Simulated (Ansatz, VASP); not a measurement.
## Bi: VASP beside Ansatz

The input INCAR:

```
SYSTEM = Bi
ALGO = Fast
EDIFF = 1E-6
ENCUT = 520
GGA = PS
ISIF = 2
ISMEAR = 0
IVDW = 12
LASPH = .True.
LCHARG = .False.
LREAL = .False.
LWAVE = .False.
NBANDS = 14
NELM = 60
PREC = Accurate
SIGMA = 0.15
```

The input KPOINTS:

```
k-points
0
Gamma
  18 18 18
  0 0 0
```

The input POSCAR:

```
Bi
1.0
   -1.9738683898      1.9738683898      1.9738683898
    1.9738683898     -1.9738683898      1.9738683898
    1.9738683898      1.9738683898     -1.9738683898
Bi
1
Direct
    0.0000000000      0.0000000000      0.0000000000
```

Input for Ansatz:

```yaml
crystal:
  lattice:
    - [-1.9738683898, 1.9738683898, 1.9738683898]
    - [1.9738683898, -1.9738683898, 1.9738683898]
    - [1.9738683898, 1.9738683898, -1.9738683898]
  atoms:
    - { symbol: Bi, position: [0.0, 0.0, 0.0] }
basis:
  ecutwfc: 420
kpoints:
  mp_grid: { grid: [18, 18, 18] }
hamiltonian:
  xc: pbesol
  pseudopotentials: { kind: paw }
  dispersion: d3bj
scf:
  occupations: { method: gaussian, width: 0.15 }
output:
  forces: true
  stress: true
  eigenvalues: true
```

Alike in both runs: task single point; functional PBEsol; dispersion D3(BJ); k mesh 18 × 18 × 18; occupations gaussian, width 0.15 eV; no spin polarisation.

|  | VASP | Ansatz |
| --- | --- | --- |
| version | VASP 6.6.1 | Ansatz 0.2.0 |
| potentials or method | VASP PAW PBE potentials, release 64 (Bi_d), cutoff 520 eV | scalar-relativistic, plane waves, PAW |
| valence electrons in the cell | 15 | 15 |

|  | VASP | Ansatz | Ansatz less VASP |
| --- | --- | --- | --- |
| gap on the k mesh at the Fermi level (eV) | none | none | - |
| pressure (GPa) | -4.3 | -4.3 | +0.02 |

VASP's potentials were made for PBE, not for PBEsol. A gap of «none» marks a metal or a gap that the smearing closes.

Spin-orbit coupling is off throughout.
